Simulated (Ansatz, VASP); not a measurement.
# Cu2Pd in VASP and in Ansatz

```
CELL_PARAMETERS angstrom
4.21854 0.00000 0.00000
0.00000 4.21854 0.00000
0.00000 0.00000 5.42193
ATOMIC_POSITIONS crystal
Cu 0.00000 0.50000 0.25004
Cu 0.00000 0.50000 0.75004
Cu 0.50000 0.00000 0.24996
Cu 0.50000 0.00000 0.74996
Pd 0.00000 0.00000 0.00000
Pd 0.50000 0.50000 0.50000
```

Alike in both runs: functional PBE; k mesh 4 × 4 × 4; occupations gaussian, width 0.1 eV; no spin polarisation.

Ansatz relaxed the structure, and its values are those at the end. VASP's run is a single point on that final structure, the one shown.

|  | VASP | Ansatz |
| --- | --- | --- |
| version | VASP 6.6.1 | Ansatz 0.2.0 |
| potentials or method | VASP PAW PBE potentials, release 64 (Cu, Pd), cutoff 520 eV | scalar-relativistic, plane waves, PAW |
| valence electrons in the cell | 64 | 112 |

Ansatz gave:

```
gap on the k mesh at the Fermi level (eV) : none
pressure (GPa)                            : 0.3
```

Task: What did VASP give for the same quantities?

Result: gap on the k mesh at the Fermi level (eV): none; pressure (GPa): 0.7.

A gap of «none» marks a metal or a gap that the smearing closes. The functional is the same, so the differences come from potentials, cutoffs and numerics. VASP's potentials hold 64 valence electrons a cell and Ansatz's 112, so a difference there can come from the potentials and not from the codes.

The k mesh is coarse, so the values compare programs but aren't converged.
